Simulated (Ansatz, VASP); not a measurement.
**GaSb: VASP beside Ansatz**

INCAR

```
PREC = Accurate
ENCUT = 520
EDIFF = 1E-6
ISMEAR = -1
SIGMA = 0.1
LREAL = F
LASPH = T
NELM = 100
ALGO = Normal
ISIF = 2
LWAVE = F
LCHARG = T
LELF = T
LVHAR = T
NBANDS = 16
```

KPOINTS

```
Automatic mesh
0
Gamma
  6 6 6
```

Contents of POSCAR:

```
GaSb
1.0
   -2.7534340000      2.7534340000      1.5907070000
    2.7534340000     -2.7534340000      1.5907070000
    2.7534340000      2.7534340000     -1.5907070000
Ga Sb
1 1
Direct
    0.2500000000      0.7500000000      0.5000000000
    0.0000000000      0.0000000000      0.0000000000
```

Input for Ansatz:

```yaml
crystal:
  lattice:
    - [-2.753434, 2.753434, 1.590707]
    - [2.753434, -2.753434, 1.590707]
    - [2.753434, 2.753434, -1.590707]
  atoms:
    - { symbol: Ga, position: [0.25, 0.75, 0.5] }
    - { symbol: Sb, position: [0.0, 0.0, 0.0] }
basis:
  ecutwfc: 530.0
kpoints:
  mp_grid:
    grid: [6, 6, 6]
hamiltonian:
  xc: lda
  pseudopotentials:
    kind: paw
scf:
  occupations:
    method: fermi_dirac
    width: 0.1
output:
  stress: true
```

Alike in both runs: task single point; functional LDA; k mesh 6 × 6 × 6; occupations fermi-dirac, width 0.1 eV; no spin polarisation.

|  | VASP | Ansatz |
| --- | --- | --- |
| version | VASP 6.6.1 | Ansatz 0.2.0 |
| potentials or method | VASP PAW LDA potentials, release 64 (Ga_d, Sb), cutoff 520 eV | plane waves, PAW |
| valence electrons in the cell | 18 | 28 |

VASP gave:

- pressure (GPa): -3.9
- traceless stress, the component that is largest in VASP (GPa): -1.86

Problem. What did Ansatz give for the same quantities?

Solution. Pressure (GPa): -4.0; traceless stress, the component that is largest in VASP (GPa): -1.84.

LDA's correlation is that of Perdew and Zunger in VASP and of Perdew and Wang (1992) in Ansatz. VASP's potentials hold 18 valence electrons a cell and Ansatz's 28, so a difference there can come from the potentials and not from the codes.

The k mesh is coarse, so the values compare programs but aren't converged. Spin-orbit coupling is off throughout.
